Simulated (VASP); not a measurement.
Br, 1 atom in the cell. The structure is tetragonal, space group I4/mmm (No. 139). Conventional cell: a = 2.843 Å, b = 2.843 Å, c = 7.106 Å, α = 90.00°, β = 90.00°, γ = 90.00°. Within 3.7 Å of Br (site symmetry 4/mmm) lie 4 Br at 2.84 Å. 

```yaml
Program: VASP 6.6.1
Task: single point
Functional: PBE
Dispersion: D3(BJ)
Potentials_or_basis: VASP PAW PBE potentials, release 64 (Br)
Cutoff: 520 eV
k_mesh: 22 × 22 × 22
Occupations: gaussian, width 0.15 eV
Spin: no spin polarisation
Dipole_correction: no
Further_INCAR_settings: ALGO = Normal; EDIFF = 1e-06; NBANDS = 10
```

Potentials or basis: VASP PAW PBE potentials, release 64 (Br).

Run with:

```sh
$ cat potpaw_PBE.64/Br/POTCAR > POTCAR
$ mpirun -np 1 vasp_std > vasp.out
```

Hardware: 1 thread of Intel(R) Xeon(R) 6975P-C (Granite Rapids) (shared host).

Question: Estimate the wall time of this run.

Answer: Wall time 92 s on 1 thread of Intel(R) Xeon(R) 6975P-C (Granite Rapids), on a shared host, peak memory 0.36 GiB. Counts: scf iterations 11, k points 834.
